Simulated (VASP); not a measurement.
Set up this calculation in VASP 6.6.1, as the native input.

```
Task                   : single point
Functional             : PBE
Dispersion             : D3(BJ)
Potentials or basis    : VASP PAW PBE potentials, release 64 (C, O)
Cutoff                 : 520 eV
k mesh                 : 8 × 7 × 1
Occupations            : gaussian, width 0.05 eV
Spin                   : no spin polarisation
Dipole correction      : yes
Further INCAR settings : ALGO = Normal; EDIFF = 1e-06; NBANDS = 37
```

The structure of C11O lies in POSCAR:

```
C11O
1.0
    3.6473242347      0.0000000000      0.0000000000
   -1.6658829406      3.9310150970      0.0000000000
    0.0000000000      0.0000000000     23.1809581692
C O
11 1
Direct
    0.5001799340      0.3333933113      0.1725554212
    0.4998200660      0.6666066887      0.1725554212
    0.5001799340      0.8333933113      0.2257231425
    0.4998200660      0.1666066887      0.2257231425
    0.5000212331      0.3353169669      0.2788716798
    0.4999787669      0.6646830331      0.2788716798
    0.5001286273      0.8366480408      0.3322552327
    0.4998713727      0.1633519592      0.3322552327
    0.4997623703      0.3544335274      0.3809574266
    0.5002376297      0.6455664726      0.3809574266
    1.2497623703      1.1044335274      0.5686114471
    1.2497623703      1.1044335274      0.5190017635
```

One way to write it, as run:

INCAR

```
SYSTEM = C11O
PREC = Accurate
ENCUT = 520
EDIFF = 1E-6
ISMEAR = 0
SIGMA = 0.05
LREAL = .False.
LASPH = .True.
NELM = 80
ALGO = Normal
ISIF = 2
LWAVE = .False.
LCHARG = .False.
LDIPOL = .True.
IDIPOL = 3
DIPOL = 0.5 0.5 0.322
GGA = PE
IVDW = 12
NBANDS = 37
```

KPOINTS

```
regular mesh
0
Gamma
  8 7 1
  0 0 0
```

Potentials or basis: VASP PAW PBE potentials, release 64 (C, O).

The run is started by

```sh
$ cat potpaw_PBE.64/C/POTCAR potpaw_PBE.64/O/POTCAR > POTCAR
$ mpirun -np 1 vasp_std > vasp.out
```

It gave:

The largest force is 6.776 eV/Å. The band gap on the k mesh is zero (bands 25 and 26 overlap by 0.73 eV) and the dispersion energy per atom is -0.106 eV.

Run time: 4.5 min on 1 thread of Intel(R) Xeon(R) 6975P-C (Granite Rapids), with other jobs on the host, peak memory 0.53 GiB.
